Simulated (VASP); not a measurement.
# MnSe (Fm-3m) in VASP: a series of runs

Runs on MnSe. Level: LDA. Tasks: single point.

Everything below comes from runs of VASP 6.6.1. Logs are shortened: lines on timing, memory, paths and dates and some standing lists are left out, and cuts for length are marked.

## (1) The cell of the first run

It takes space group Fm-3m (No. 225, cubic). The conventional cell has a = 5.440 Å, b = 5.440 Å, c = 5.440 Å, α = 90.00°, β = 90.00°, γ = 90.00°. Within 3.6 Å of Mn (site symmetry m-3m) lie 6 Se at 2.72 Å. Se (site symmetry m-3m) has 6 Mn at 2.72 Å within 3.6 Å.

## (2) Single point, LDA, collinear spin, zero start

File INCAR:

```
SYSTEM = MnSe
ALGO = Normal
EDIFF = 1E-6
ENCUT = 500
GGA_COMPAT = .False.
ISIF = 2
ISMEAR = -1
ISPIN = 2
LASPH = .True.
LCHARG = .False.
LMAXMIX = 4
LORBIT = 11
LREAL = .False.
LWAVE = .False.
MAGMOM = 0 0
NBANDS = 20
NELM = 200
NUPDOWN = 0.0
PREC = Accurate
SIGMA = 0.3
```

File KPOINTS:

```
k-points
0
Gamma
  9 9 9
  0 0 0
```

File POSCAR:

```
MnSe
1.0
    0.0000000000      2.7200000000      2.7200000000
    2.7200000000      0.0000000000      2.7200000000
    2.7200000000      2.7200000000      0.0000000000
Mn Se
1 1
Direct
    0.0000000000      0.0000000000      0.0000000000
    0.5000000000      0.5000000000      0.5000000000
```

Potentials or basis: VASP PAW LDA potentials, release 64 (Mn_pv, Se).

Command:

```console
cat potpaw_LDA.64/Mn_pv/POTCAR potpaw_LDA.64/Se/POTCAR > POTCAR
mpirun -np 1 vasp_std > vasp.out
```

OUTCAR:

```text
SYSTEM = MnSe
   EDIFF = 1E-6
   ENCUT = 500
   ISIF = 2
   ISMEAR = -1
   ISPIN = 2
   LASPH = .True.
   LORBIT = 11
   LREAL = .False.
   NELM = 200
   NUPDOWN = 0.0
   PREC = Accurate

 ion  position               nearest neighbor table
   1  0.000  0.000  0.000-   2 2.72   2 2.72   2 2.72   2 2.72   2 2.72   2 2.72
   2  0.500  0.500  0.500-   1 2.72   1 2.72   1 2.72   1 2.72   1 2.72   1 2.72

  LATTYP: Found a face centered cubic cell.
 ALAT       =     5.4400000000

  Lattice vectors:

 A1 = (   0.0000000000,   2.7200000000,   2.7200000000)
 A2 = (   2.7200000000,   0.0000000000,   2.7200000000)
 A3 = (   2.7200000000,   2.7200000000,   0.0000000000)

Analysis of symmetry for initial positions (statically):
=====================================================================
 Subroutine PRICEL returns:
 Original cell was already a primitive cell.

 Routine SETGRP: Setting up the symmetry group for a
 face centered cubic supercell.

 Subroutine GETGRP returns: Found 48 space group operations
 (whereof 48 operations were pure point group operations)
 out of a pool of 48 trial point group operations.

The static configuration has the point symmetry O_h .

Analysis of symmetry for dynamics (positions and initial velocities):
=====================================================================
 Subroutine PRICEL returns:
 Original cell was already a primitive cell.

 Routine SETGRP: Setting up the symmetry group for a
 face centered cubic supercell.

 Subroutine GETGRP returns: Found 48 space group operations
 (whereof 48 operations were pure point group operations)
 out of a pool of 48 trial point group operations.

The dynamic configuration has the point symmetry O_h .

Analysis of structural, dynamic, and magnetic symmetry:
=====================================================================
 Subroutine PRICEL returns:
 Original cell was already a primitive cell.

 Routine SETGRP: Setting up the symmetry group for a
 face centered cubic supercell.

 Subroutine GETGRP returns: Found 48 space group operations
 (whereof 48 operations were pure point group operations)
 out of a pool of 48 trial point group operations.

The overall configuration has the point symmetry O_h .

 Subroutine INISYM returns: Found 48 space group operations
 (whereof 48 operations are pure point group operations),
 and found     1 'primitive' translations

----------------------------------------------------------------------------------------

                                     Primitive cell

  volume of cell :      40.2473

  direct lattice vectors                    reciprocal lattice vectors
     0.000000000  2.720000000  2.720000000    -0.183823529  0.183823529  0.183823529
     2.720000000  0.000000000  2.720000000     0.183823529 -0.183823529  0.183823529
     2.720000000  2.720000000  0.000000000     0.183823529  0.183823529 -0.183823529

  length of vectors
     3.846660890  3.846660890  3.846660890     0.318391693  0.318391693  0.318391693

  position of ions in fractional coordinates (direct lattice)
     0.000000000  0.000000000  0.000000000
     0.500000000  0.500000000  0.500000000

  ion indices of the primitive-cell ions
   primitive index   ion index
                 1           1
                 2           2

----------------------------------------------------------------------------------------

 KPOINTS: k-points

Automatic generation of k-mesh.
 Grid dimensions read from file:
 generate k-points for:    9    9    9

 Generating k-lattice:

  Cartesian coordinates                     Fractional coordinates (reciprocal lattice)
    -0.020424837  0.020424837  0.020424837     0.111111111  0.000000000  0.000000000
     0.020424837 -0.020424837  0.020424837     0.000000000  0.111111111  0.000000000
     0.020424837  0.020424837 -0.020424837     0.000000000  0.000000000  0.111111111

  Length of vectors
     0.035376855  0.035376855  0.035376855

  Shift w.r.t. Gamma in fractional coordinates (k-lattice)
     0.000000000  0.000000000  0.000000000

 Subroutine IBZKPT returns following result:
 ===========================================

 Found     35 irreducible k-points:

 Following reciprocal coordinates:
            Coordinates               Weight
  0.000000  0.000000  0.000000      1.000000
  0.111111  0.000000  0.000000      8.000000
  0.222222  0.000000  0.000000      8.000000
  0.333333  0.000000  0.000000      8.000000
  0.444444  0.000000  0.000000      8.000000
  0.111111  0.111111  0.000000      6.000000
[... 16 lines left out ...]
 -0.333333  0.333333  0.000000     12.000000
  0.444444  0.444444  0.000000      6.000000
 [... further k-points ...]
   k-points           NKPTS =     35   k-points in BZ     NKDIM =     35   number of bands    NBANDS=     20
   number of dos      NEDOS =    301   number of ions     NIONS =      2
   total plane-waves  NPLWV =  21952
   dimension x,y,z NGX =    28 NGY =   28 NGZ =   28
   dimension x,y,z NGXF=    56 NGYF=   56 NGZF=   56
   ions per type =               1   1
   NGX,Y,Z   is equivalent  to a cutoff of  12.10, 12.10, 12.10 a.u.
   NGXF,Y,Z  is equivalent  to a cutoff of  24.20, 24.20, 24.20 a.u.
 SYSTEM =  MnSe
   PREC   = accura    normal or accurate (medium, high low for compatibility)
   ISTART =      0    job   : 0-new  1-cont  2-samecut
   ICHARG =      2    charge: 1-file 2-atom 10-const
   ISPIN  =      2    spin polarized calculation?
   LNONCOLLINEAR =      F non collinear calculations
   LSORBIT =      F    spin-orbit coupling
   LASPH  =      T    aspherical Exc in radial PAW
   ENCUT  =  500.0 eV  36.75 Ry    6.06 a.u.   7.01  7.01  7.01*2*pi/ulx,y,z
   NELM   =    200;   NELMIN=  2; NELMDL= -5     # of ELM steps
   EDIFF  = 0.1E-05   stopping-criterion for ELM
   LREAL  =      F    real-space projection
   EDIFFG = 0.1E-04   stopping-criterion for IOM
   NSW    =      0    number of steps for IOM
   IBRION =     -1    ionic relax: 0-MD 1-quasi-New 2-CG
   NFREE  =      0    steps in history (QN), initial steepest desc. (CG)
   ISIF   =      2    stress and relaxation
   ISYM   =      2    0-nonsym 1-usesym 2-fastsym
   POTIM  = 0.5000    time-step for ionic-motion
   TEBEG  =    0.0;   TEEND  =   0.0 temperature during run
   PSTRESS=    0.0 pullay stress
   NELECT =      19.0000    total number of electrons
   NUPDOWN=       0.0000    fix difference up-down
   EMIN   =  10.00;   EMAX   =-10.00  energy-range for DOS
   EFERMI =   0.00;   METHOD = LEGACY
   ISMEAR =    -1;   SIGMA  =   0.30  broadening in eV -4-tet -1-fermi 0-gaus
   EFERMI_NEDOS =   21; number of points for ismear=-14 and -15
   IALGO  =     38    algorithm
   IMIX   =      4    mixing-type and parameters
     AMIX     =   0.40;   BMIX     =  1.00
     AMIX_MAG =   1.60;   BMIX_MAG =  1.00
  volume/ion in A,a.u.               =      20.12       135.80
  Fermi-wavevector in a.u.,A,eV,Ry     =   1.274717  2.408866 22.108155  1.624904
  Thomas-Fermi vector in A             =   2.407469
   LORBIT       =     11    0 simple, 1 ext, 2 COOP (PROOUT), +10 PAW based schemes
   GGA     = CA    functional components
   LHFCALC =     F    Hartree Fock is set to
   AEXX    =    0.0000 exact exchange contribution
   IVDW    =     0    specifies the selected vdW correction
   LEPSILON=     F    determine dielectric tensor
   LRPA    =     F    only Hartree local field effects (RPA)
 spin polarized calculation
  energy-cutoff  :      500.00
  volume of cell :       40.25
 maximum number of plane-waves:      1032
   NGX = 13   NGY = 13   NGZ = 13

 number of electron      19.0000002 magnetization       0.0000000

 number of electron      19.0000002 magnetization      -0.0000000

 Free energy of the ion-electron system (eV)
  ---------------------------------------------------
  ext. energy  EPLUGINS =         0.00000000
  ---------------------------------------------------
  free energy    TOTEN  =       -13.26736003 eV

  energy without entropy =      -11.81408833  energy(sigma->0) =      -12.54072418

 E-fermi :   4.9674     XC(G=0): -10.7054

 val. band max:        4.9658564177   @ k =  -0.2222   0.2222   0.0000
 cond. band min:       4.9682727549   @ k =  -0.3333   0.4444   0.2222
 fundamental gap:      0.0024163372
 Fermi energy:         4.9674165663

 spin component 1

 k-point     1 :       0.0000    0.0000    0.0000
  band No.  band energies     occupation
      1     -42.3525      1.00000
      2     -42.3525      1.00000
      3     -42.3525      1.00000
      4      -9.2057      1.00000
      5       3.8572      0.97589
      6       3.8572      0.97589
[... 12 lines left out ...]
     19      16.6722      0.00000
     20      16.6722      0.00000

 k-point     2 :       0.1111    0.0000    0.0000
  band No.  band energies     occupation
      1     -42.3533      1.00000
      2     -42.3527      1.00000
      3     -42.3527      1.00000
      4      -9.1031      1.00000
      5       2.7479      0.99939
      6       3.1938      0.99730
[... 12 lines left out ...]
     19      15.9076      0.00000
     20      17.3856      0.00000

 k-point     3 :       0.2222    0.0000    0.0000
  band No.  band energies     occupation
      1     -42.3549      1.00000
      2     -42.3528      1.00000
      3     -42.3528      1.00000
      4      -8.8223      1.00000
      5       1.1893      1.00000
      6       2.5295      0.99970
[... 12 lines left out ...]
     19      15.8157      0.00000
     20      19.7625      0.00000

 k-point     4 :       0.3333    0.0000    0.0000
  band No.  band energies     occupation
      1     -42.3568      1.00000
      2     -42.3531      1.00000
      3     -42.3531      1.00000
      4      -8.4558      1.00000
      5      -0.1309      1.00000
      6       2.0570      0.99994
[... 429 lines left out ...]
 k-point    23 :      -0.3333    0.3333    0.0000
  band No.  band energies     occupation
      1     -42.3564      1.00000
      2     -42.3563      1.00000
      3     -42.3539      1.00000
      4      -7.9797      1.00000
      5       0.0813      1.00000
      6       0.5807      1.00000
[... 12 lines left out ...]
     19      21.3276      0.00000
     20      22.4869      0.00000

 k-point    24 :       0.4444    0.4444    0.0000
  band No.  band energies     occupation
      1     -42.3575      1.00000
      2     -42.3547      1.00000
      3     -42.3547      1.00000
      4      -8.0301      1.00000
      5      -0.0731      1.00000
      6       2.2667      0.99988
[... 12 lines left out ...]
     19      20.7630      0.00000
     20      20.7630      0.00000

 [... further k-points ...]

 spin component 2

 k-point     1 :       0.0000    0.0000    0.0000
  band No.  band energies     occupation
      1     -42.3525      1.00000
      2     -42.3525      1.00000
      3     -42.3525      1.00000
      4      -9.2057      1.00000
      5       3.8572      0.97589
      6       3.8572      0.97589
[... 12 lines left out ...]
     19      16.6722      0.00000
     20      16.6722      0.00000

 k-point     2 :       0.1111    0.0000    0.0000
  band No.  band energies     occupation
      1     -42.3533      1.00000
      2     -42.3527      1.00000
      3     -42.3527      1.00000
      4      -9.1031      1.00000
      5       2.7479      0.99939
      6       3.1938      0.99730
[... 12 lines left out ...]
     19      15.9076      0.00000
     20      17.3856      0.00000

 k-point     3 :       0.2222    0.0000    0.0000
  band No.  band energies     occupation
      1     -42.3549      1.00000
      2     -42.3528      1.00000
      3     -42.3528      1.00000
      4      -8.8223      1.00000
      5       1.1893      1.00000
      6       2.5295      0.99970
[... 12 lines left out ...]
     19      15.8157      0.00000
     20      19.7625      0.00000

 k-point     4 :       0.3333    0.0000    0.0000
  band No.  band energies     occupation
      1     -42.3568      1.00000
      2     -42.3531      1.00000
      3     -42.3531      1.00000
      4      -8.4558      1.00000
      5      -0.1309      1.00000
      6       2.0570      0.99994
[... 429 lines left out ...]
 k-point    23 :      -0.3333    0.3333    0.0000
  band No.  band energies     occupation
      1     -42.3564      1.00000
      2     -42.3563      1.00000
      3     -42.3539      1.00000
      4      -7.9797      1.00000
      5       0.0813      1.00000
      6       0.5807      1.00000
[... 12 lines left out ...]
     19      21.3276      0.00000
     20      22.4869      0.00000

 k-point    24 :       0.4444    0.4444    0.0000
  band No.  band energies     occupation
      1     -42.3575      1.00000
      2     -42.3547      1.00000
      3     -42.3547      1.00000
      4      -8.0301      1.00000
      5      -0.0731      1.00000
      6       2.2667      0.99988
[... 12 lines left out ...]
     19      20.7630      0.00000
     20      20.7630      0.00000

 [... further k-points ...]

------------------------ aborting loop because EDIFF is reached ----------------------------------------

  FORCE on cell =-STRESS in cart. coord.  units (eV):
  Direction    XX          YY          ZZ          XY          YZ          ZX
  --------------------------------------------------------------------------------------
  -------------------------------------------------------------------------------------
  Total       -5.1535957     -5.1535957     -5.1535957      0.0000000      0.0000000      0.0000000
  in kB     -205.1559974   -205.1559974   -205.1559974      0.0000000      0.0000000      0.0000000
  external PRESSURE =    -205.1559974 kB  Pullay stress =       0.0000000 kB

 VOLUME and BASIS-vectors are now :
 -----------------------------------------------------------------------------
  energy-cutoff  :      500.00
  volume of cell :       40.25
      direct lattice vectors                 reciprocal lattice vectors
     0.000000000  2.720000000  2.720000000    -0.183823529  0.183823529  0.183823529
     2.720000000  0.000000000  2.720000000     0.183823529 -0.183823529  0.183823529
     2.720000000  2.720000000  0.000000000     0.183823529  0.183823529 -0.183823529

 POSITION                                       TOTAL-FORCE (eV/Angst)
 -----------------------------------------------------------------------------------
      0.00000      0.00000      0.00000         0.000000      0.000000     -0.000000
      2.72000      2.72000      2.72000         0.000000      0.000000      0.000000
 -----------------------------------------------------------------------------------
    total drift:                               -0.000000      0.000000      0.000000

  FREE ENERGIE OF THE ION-ELECTRON SYSTEM (eV)
  ---------------------------------------------------
  free  energy   TOTEN  =       -13.2673600346 eV

  energy  without entropy=      -11.8140883325  energy(sigma->0) =      -12.54072418

 total charge

# of ion       s       p       d       tot
------------------------------------------
    1        0.211   6.121   5.108  11.440
    2        1.454   2.269   0.043   3.766
--------------------------------------------------
tot          1.666   8.389   5.151  15.206

 magnetization (x)

# of ion       s       p       d       tot
------------------------------------------
    1        0.000   0.000  -0.000  -0.000
    2       -0.000   0.000   0.000   0.000
--------------------------------------------------
tot         -0.000   0.000  -0.000   0.000
```

Wall time 76 s (1 thread of Intel Xeon 8259CL, shared host); peak memory 0.17 GiB.

Results:

* Free energy: -13.2674 eV
* Pressure: -20.5 GPa
* Net moment: 0.00 μB per cell
* Valence electrons inside the program's atomic spheres: Mn 11.44; Se 3.77

Caveat: the cell stands under tension; so wide a smearing shifts energies and pressures; the total moment is fixed, so each spin has its own Fermi level.

## (3) Single point, LDA, collinear spin

File INCAR:

```
SYSTEM = MnSe
  ALGO = Normal
  EDIFF = 1E-6
  ENCUT = 500
  GGA_COMPAT = .FALSE.
  ISIF = 2
  ISMEAR = -1
  ISPIN = 2
  LASPH = .TRUE.
  LCHARG = .FALSE.
  LMAXMIX = 4
  LORBIT = 11
  LREAL = .FALSE.
  LWAVE = .FALSE.
  MAGMOM = 0.9 -0.05
  NBANDS = 20
  NELM = 200
  NUPDOWN = 0.8
  PREC = Accurate
  SIGMA = 0.3
```

File KPOINTS:

```
k-points
0
G
  9 9 9
  0 0 0
```

POSCAR is that of step 2.

Potentials or basis: VASP PAW LDA potentials, release 64 (Mn_pv, Se).

Command:

```console
cat potpaw_LDA.64/Mn_pv/POTCAR potpaw_LDA.64/Se/POTCAR > POTCAR
mpirun -np 1 vasp_std > vasp.out
```

It took 79 s on 1 thread of Intel Xeon 8259CL, shared host; peak memory 0.17 GiB.

The run converged. Its results:

```
Free energy                                           : -13.3330 eV
Pressure                                              : -20.3 GPa
Net moment                                            : 0.80 μB per cell
Site moments                                          : Mn +0.81; Se -0.04 μB
Valence electrons inside the program's atomic spheres : Mn 11.44; Se 3.77
```

Caveat: the cell stands under tension; so wide a smearing shifts energies and pressures; the total moment is fixed, so each spin has its own Fermi level and the state may be an excited one; a cell with one magnetic atom can't hold antiferromagnetic order, which such compounds often take.
